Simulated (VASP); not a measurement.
# In3GaSb2N2 in VASP: notebook, part 3 of 3

VASP 6.6.1. The steps go on from the part before.

## (5) Single point, PBE

This run uses another cell than the first one, of 21.60 Å³/atom, 1.057 times its volume.

INCAR reads:

```
SYSTEM = In3GaSb2N2
ALGO = Normal
EDIFF = 1E-7
ENCUT = 520
GGA = PE
ISIF = 2
ISMEAR = 0
LASPH = .TRUE.
LCHARG = .FALSE.
LREAL = .FALSE.
LWAVE = .FALSE.
NBANDS = 46
NELM = 60
PREC = Accurate
SIGMA = 0.1
```

KPOINTS reads:

```
k-points
0
G
  12 12 2
  0 0 0
```

POSCAR reads:

```
In3GaSb2N2
1.0
    3.3369042187      0.0000000000      0.0000000000
   -1.6684521093      2.8898438234      0.0000000000
    0.0000000000      0.0000000000     17.9229542562
In Ga Sb N
3 1 2 2
Direct
    0.6666666667      0.3333333333      0.5241788290
    0.3333333333      0.6666666667      0.1803432659
    0.3333333333      0.6666666667      0.8633845931
    0.0000000000      0.0000000000      0.0223910437
    0.6666666667      0.3333333333      0.6967870018
    0.3333333333      0.6666666667      0.3426015419
    0.0000000000      0.0000000000      0.1310781506
    0.3333333333      0.6666666667      0.9892355741
```

Potentials or basis: VASP PAW PBE potentials, release 64 (In_d, Ga_d, Sb, N).

On the command line:

```
$ cat potpaw_PBE.64/In_d/POTCAR potpaw_PBE.64/Ga_d/POTCAR potpaw_PBE.64/Sb/POTCAR potpaw_PBE.64/N/POTCAR > POTCAR
$ mpirun -np 1 vasp_std > vasp.out
```

OUTCAR:

```text
SYSTEM = In3GaSb2N2
   EDIFF = 1E-7
   ENCUT = 520
   GGA = PE
   ISIF = 2
   ISMEAR = 0
   LASPH = .TRUE.
   LREAL = .FALSE.
   NELM = 60
   PREC = Accurate

 ion  position               nearest neighbor table
   1  0.667  0.333  0.524-   5 3.09   6 3.78   6 3.78   6 3.78
   2  0.333  0.667  0.180-   7 2.12   7 2.12   7 2.12   6 2.91   4 3.42   4 3.42   4 3.42
   3  0.333  0.667  0.863-   8 2.26   4 3.44   4 3.44   4 3.44   5 3.55   5 3.55   5 3.55
   4  0.000  0.000  0.022-   7 1.95   8 2.02   8 2.02   8 2.02   2 3.42   2 3.42   2 3.42   3 3.44
                             3 3.44   3 3.44
   5  0.667  0.333  0.697-   1 3.09   3 3.55   3 3.55   3 3.55
   6  0.333  0.667  0.343-   2 2.91   1 3.78   1 3.78   1 3.78
   7  0.000  0.000  0.131-   4 1.95   2 2.12   2 2.12   2 2.12
   8  0.333  0.667  0.989-   4 2.02   4 2.02   4 2.02   3 2.26

  LATTYP: Found a hexagonal cell.
 ALAT       =     3.3369042187
 C/A-ratio  =     5.3711323675

  Lattice vectors:

 A1 = (   3.3369042187,   0.0000000000,   0.0000000000)
 A2 = (  -1.6684521093,   2.8898438234,   0.0000000000)
 A3 = (   0.0000000000,   0.0000000000,  17.9229542562)

Analysis of symmetry for initial positions (statically):
=====================================================================
 Subroutine PRICEL returns:
 Original cell was already a primitive cell.

 Routine SETGRP: Setting up the symmetry group for a
 hexagonal supercell.

 Subroutine GETGRP returns: Found  6 space group operations
 (whereof  6 operations were pure point group operations)
 out of a pool of 24 trial point group operations.

The static configuration has the point symmetry C_3v.

Analysis of symmetry for dynamics (positions and initial velocities):
=====================================================================
 Subroutine PRICEL returns:
 Original cell was already a primitive cell.

 Routine SETGRP: Setting up the symmetry group for a
 hexagonal supercell.

 Subroutine GETGRP returns: Found  6 space group operations
 (whereof  6 operations were pure point group operations)
 out of a pool of 24 trial point group operations.

The dynamic configuration has the point symmetry C_3v.

 Subroutine INISYM returns: Found  6 space group operations
 (whereof  6 operations are pure point group operations),
 and found     1 'primitive' translations

----------------------------------------------------------------------------------------

                                     Primitive cell

  volume of cell :     172.8334

  direct lattice vectors                    reciprocal lattice vectors
     3.336904219  0.000000000  0.000000000     0.299678964  0.173019731  0.000000000
    -1.668452109  2.889843823  0.000000000     0.000000000  0.346039461  0.000000000
     0.000000000  0.000000000 17.922954256     0.000000000  0.000000000  0.055794373

  length of vectors
     3.336904219  3.336904219 17.922954256     0.346039461  0.346039461  0.055794373

  position of ions in fractional coordinates (direct lattice)
     0.666666667  0.333333333  0.524178829
     0.333333333  0.666666667  0.180343266
     0.333333333  0.666666667  0.863384593
     0.000000000  0.000000000  0.022391044
     0.666666667  0.333333333  0.696787002
     0.333333333  0.666666667  0.342601542
     0.000000000  0.000000000  0.131078151
     0.333333333  0.666666667  0.989235574

[... 40 lines left out ...]
  0.083333 -0.000000  0.000000      6.000000
  0.166667 -0.000000  0.000000      6.000000
  0.250000 -0.000000  0.000000      6.000000
  0.333333 -0.000000  0.000000      6.000000
  0.416667 -0.000000  0.000000      6.000000
[... 16 lines left out ...]
  0.250000 -0.000000  0.500000      6.000000
  0.333333 -0.000000  0.500000      6.000000
 [... further k-points ...]
   k-points           NKPTS =     38   k-points in BZ     NKDIM =     38   number of bands    NBANDS=     46
   number of dos      NEDOS =    301   number of ions     NIONS =      8
   total plane-waves  NPLWV = 109760
   dimension x,y,z NGX =    28 NGY =   28 NGZ =  140
   dimension x,y,z NGXF=    56 NGYF=   56 NGZF=  280
   ions per type =               3   1   2   2
   NGX,Y,Z   is equivalent  to a cutoff of  13.95, 13.95, 12.99 a.u.
   NGXF,Y,Z  is equivalent  to a cutoff of  27.90, 27.90, 25.97 a.u.
 SYSTEM =  In3GaSb2N2
   PREC   = accura    normal or accurate (medium, high low for compatibility)
   ISTART =      0    job   : 0-new  1-cont  2-samecut
   ICHARG =      2    charge: 1-file 2-atom 10-const
   ISPIN  =      1    spin polarized calculation?
   LNONCOLLINEAR =      F non collinear calculations
   LSORBIT =      F    spin-orbit coupling
   LASPH  =      T    aspherical Exc in radial PAW
   ENCUT  =  520.0 eV  38.22 Ry    6.18 a.u.   6.20  6.20 33.32*2*pi/ulx,y,z
   NELM   =     60;   NELMIN=  2; NELMDL= -5     # of ELM steps
   EDIFF  = 0.1E-06   stopping-criterion for ELM
   LREAL  =      F    real-space projection
   EDIFFG = 0.1E-05   stopping-criterion for IOM
   NSW    =      0    number of steps for IOM
   IBRION =     -1    ionic relax: 0-MD 1-quasi-New 2-CG
   NFREE  =      0    steps in history (QN), initial steepest desc. (CG)
   ISIF   =      2    stress and relaxation
   ISYM   =      2    0-nonsym 1-usesym 2-fastsym
   POTIM  = 0.5000    time-step for ionic-motion
   TEBEG  =    0.0;   TEEND  =   0.0 temperature during run
   PSTRESS=    0.0 pullay stress
   NELECT =      72.0000    total number of electrons
   NUPDOWN=      -1.0000    fix difference up-down
   EMIN   =  10.00;   EMAX   =-10.00  energy-range for DOS
   EFERMI =   0.00;   METHOD = LEGACY
   ISMEAR =     0;   SIGMA  =   0.10  broadening in eV -4-tet -1-fermi 0-gaus
   EFERMI_NEDOS =   21; number of points for ismear=-14 and -15
   IALGO  =     38    algorithm
   IMIX   =      4    mixing-type and parameters
     AMIX     =   0.40;   BMIX     =  1.00
     AMIX_MAG =   1.60;   BMIX_MAG =  1.00
  volume/ion in A,a.u.               =      21.60       145.79
  Fermi-wavevector in a.u.,A,eV,Ry     =   1.222671  2.310514 20.339695  1.494925
  Thomas-Fermi vector in A             =   2.357810
   LORBIT       =      0    0 simple, 1 ext, 2 COOP (PROOUT), +10 PAW based schemes
   GGA     = PE    functional components
   LHFCALC =     F    Hartree Fock is set to
   AEXX    =    0.0000 exact exchange contribution
   IVDW    =     0    specifies the selected vdW correction
   LEPSILON=     F    determine dielectric tensor
   LRPA    =     F    only Hartree local field effects (RPA)
 non-spin polarized calculation
 Gauss-broadening in eV      SIGMA  =   0.10
  energy-cutoff  :      520.00
  volume of cell :      172.83
 maximum number of plane-waves:      4675
 NGX is ok and might be reduce to    28
   NGX = 13   NGY = 13   NGZ = 67

 number of electron      72.0000007 magnetization

 Free energy of the ion-electron system (eV)
  ---------------------------------------------------
  ext. energy  EPLUGINS =         0.00000000
  ---------------------------------------------------
  free energy    TOTEN  =       -35.02482998 eV

  energy without entropy =      -35.00534228  energy(sigma->0) =      -35.01508613

 E-fermi :   6.4631     XC(G=0): -10.1390

 val. band max:        6.4543597527   @ k =   0.2500   0.1667   0.0000
 cond. band min:       6.4714842037   @ k =   0.3333   0.0833   0.5000
 fundamental gap:      0.0171244510
 Fermi energy:         6.4630756835

 k-point     1 :       0.0000    0.0000    0.0000
  band No.  band energies     occupation
      1      -9.0396      2.00000
      2      -8.7829      2.00000
      3      -8.0920      2.00000
      4      -8.0019      2.00000
      5      -8.0019      2.00000
      6      -7.9028      2.00000
[... 1165 lines left out ...]
     45      12.7495      0.00000
     46      13.1374      0.00000

 [... further k-points ...]
[... 5 lines left out ...]
  --------------------------------------------------------------------------------------
  -------------------------------------------------------------------------------------
  Total        0.0410990      0.0410990      0.0327216      0.0000000      0.0000000      0.0000000
  in kB        0.3809906      0.3809906      0.3033312      0.0000000      0.0000000      0.0000000
  external PRESSURE =       0.3551041 kB  Pullay stress =       0.0000000 kB

 VOLUME and BASIS-vectors are now :
 -----------------------------------------------------------------------------
  energy-cutoff  :      520.00
  volume of cell :      172.83
      direct lattice vectors                 reciprocal lattice vectors
     3.336904219  0.000000000  0.000000000     0.299678964  0.173019731  0.000000000
    -1.668452109  2.889843823  0.000000000     0.000000000  0.346039461  0.000000000
     0.000000000  0.000000000 17.922954256     0.000000000  0.000000000  0.055794373

 POSITION                                       TOTAL-FORCE (eV/Angst)
 -----------------------------------------------------------------------------------
      1.66845      0.96328      9.39483         0.000000     -0.000000     -0.000573
     -0.00000      1.92656      3.23228        -0.000000      0.000000      0.009509
     -0.00000      1.92656     15.47440         0.000000     -0.000000     -0.017482
      0.00000      0.00000      0.40131         0.000000     -0.000000      0.019062
      1.66845      0.96328     12.48848        -0.000000      0.000000      0.002167
     -0.00000      1.92656      6.14043        -0.000000      0.000000      0.005936
      0.00000      0.00000      2.34931        -0.000000     -0.000000     -0.013694
     -0.00000      1.92656     17.73002        -0.000000      0.000000     -0.004925
 -----------------------------------------------------------------------------------
    total drift:                                0.000001     -0.000000     -0.000091

  FREE ENERGIE OF THE ION-ELECTRON SYSTEM (eV)
  ---------------------------------------------------
  free  energy   TOTEN  =       -35.0248299807 eV

  energy  without entropy=      -35.0053422793  energy(sigma->0) =      -35.01508613
```

Wall time 4.9 min (1 thread of Intel Xeon 6975P-C (Granite Rapids), shared host); peak memory 0.5 GiB.

What came out:

```
Free energy            : -35.0248 eV
Pressure               : 0.0 GPa
Largest force          : 0.019 eV/Å
Band gap on the k mesh : zero (band 36 reaches 9.21 eV, above the bottom of band 37 at 5.60 eV)
```

Forces on the atoms (eV/Å):
```
In   0.000  0.000 -0.001
In   0.000  0.000  0.010
In   0.000  0.000 -0.017
Ga   0.000  0.000  0.019
Sb   0.000  0.000  0.002
Sb   0.000  0.000  0.006
N    0.000  0.000 -0.014
N    0.000  0.000 -0.005
```

Levels at points of the mesh, in eV from the Fermi level:
```tsv
k point	band 32	band 33	band 34	band 35	band 36	band 37	band 38	band 39	band 40	band 41
(0.00, 0.00, 0.00)	-0.57	-0.39	-0.39	0.18	2.48	2.94	4.90	5.06	5.06	5.15
(0.50, 0.00, 0.00)	-2.62	-1.91	-1.47	-1.46	-1.15	-0.29	0.79	2.20	2.35	2.70
(0.00, 0.00, 0.50)	-1.27	-0.39	-0.39	1.22	1.62	3.15	5.06	5.06	5.15	5.15
(0.50, 0.00, 0.50)	-2.62	-2.07	-1.46	-1.39	-0.78	-0.56	0.66	2.20	2.35	2.97
```

Caveat: spin-orbit coupling is left out, which moves the levels of the heavy elements.

## (6) Summary

```tsv
cell	k mesh	smearing	gap on the mesh (eV)	pressure (GPa)	largest force (eV/Å)
a = 3.464, b = 3.464, c = 15.734 Å, angles 90.0, 90.0, 120.0°, 8 atoms	4 × 4 × 1	gaussian 0.15 eV	none	0.0	0.07
a = 3.380, b = 3.380, c = 16.891 Å, angles 90.0, 90.0, 120.0°, 8 atoms	4 × 4 × 1	gaussian 0.15 eV	none	-0.2	0.07
a = 3.320, b = 3.324, c = 18.056 Å, angles 90.0, 90.0, 60.1°, 8 atoms	8 × 8 × 2	gaussian 0.2 eV	none	0.1	0.05
a = 3.337, b = 3.337, c = 17.923 Å, angles 90.0, 90.0, 120.0°, 8 atoms	12 × 12 × 2	gaussian 0.1 eV	none	0.0	0.02
```

Alike in all rows: task single point; level PBE; potentials or basis VASP PAW PBE potentials, release 64 (In_d, Ga_d, Sb, N); no spin polarisation; cutoff (eV) 520.

Caveats: some runs use coarse meshes; spin-orbit coupling is left out, which moves the levels of the heavy elements.

Total energies depend on the potentials used, so only differences within one code and one set of settings carry meaning.
